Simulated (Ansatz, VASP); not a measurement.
**One calculation of Si2W, two programs**

INCAR

```
SYSTEM = Si2W
  PREC = Accurate
  ENCUT = 520
  EDIFF = 1E-8
  ISMEAR = -1
  SIGMA = 0.03
  LREAL = .False.
  LASPH = .True.
  NELM = 100
  ALGO = Normal
  ISIF = 2
  LWAVE = .False.
  LCHARG = .False.
  GGA = PS
  LEFG = .True.
  NBANDS = 18
```

Contents of KPOINTS:

```
regular mesh
0
Gamma
  18 18 18
  0 0 0
```

The input POSCAR:

```
Si2W
1.0
   -1.6006287224      1.6006287224      3.9268226440
    1.6006287224     -1.6006287224      3.9268226440
    1.6006287224      1.6006287224     -3.9268226440
Si W
2 1
Direct
    0.3330000000      0.3330000000      0.0000000000
    0.6670000000      0.6670000000      0.0000000000
    0.0000000000      0.0000000000      0.0000000000
```

Input for Ansatz:

```yaml
crystal:
  lattice:
    - [-1.6006287224, 1.6006287224, 3.926822644]
    - [1.6006287224, -1.6006287224, 3.926822644]
    - [1.6006287224, 1.6006287224, -3.926822644]
  atoms:
    - { symbol: Si, position: [0.333, 0.333, 0.0] }
    - { symbol: Si, position: [0.667, 0.667, 0.0] }
    - { symbol: W, position: [0.0, 0.0, 0.0] }
kpoints:
  mp_grid: { grid: [18, 18, 18] }
scf:
  occupations: { method: fermi_dirac, width: 0.03 }
hamiltonian:
  xc: pbesol
  pseudopotentials: { kind: all_electron, datasets: crystal }
output:
  forces: true
  stress: true
  eigenvalues: true
  efg: { contact_densities: true }
```

Change from the starting cell: volume scaled by 0.99, crystal datasets.

Alike in both runs: task electric field gradients; functional PBEsol; k mesh 18 × 18 × 18; occupations fermi-dirac, width 0.03 eV; no spin polarisation.

|  | VASP | Ansatz |
| --- | --- | --- |
| version | VASP 6.6.1 | Ansatz 0.2.0 |
| potentials or method | VASP PAW PBE potentials, release 64 (Si, W_sv), cutoff 520 eV | all-electron PAW with datasets made for the crystal, scalar-relativistic |

VASP gave:

```
pressure (GPa)                                                : -0.9
traceless stress, the component that is largest in VASP (GPa) : -1.67
rms of the force components (eV/Å)                            : 0.120
size of Vzz on the site where it differs most (V/Å²)          : 128.9
```

**Question.** Which values does Ansatz return?

**Answer.** Pressure (GPa): -1.3; traceless stress, the component that is largest in VASP (GPa): -1.66; rms of the force components (eV/Å): 0.123; size of Vzz on the site where it differs most (V/Å²): 148.6.

VASP's potentials were made for PBE, not for PBEsol. Atom by atom the forces differ by 0.003 eV/Å (rms over components). Ansatz ran all-electron here, and VASP with PAW potentials.

Neither program's run includes spin-orbit coupling.
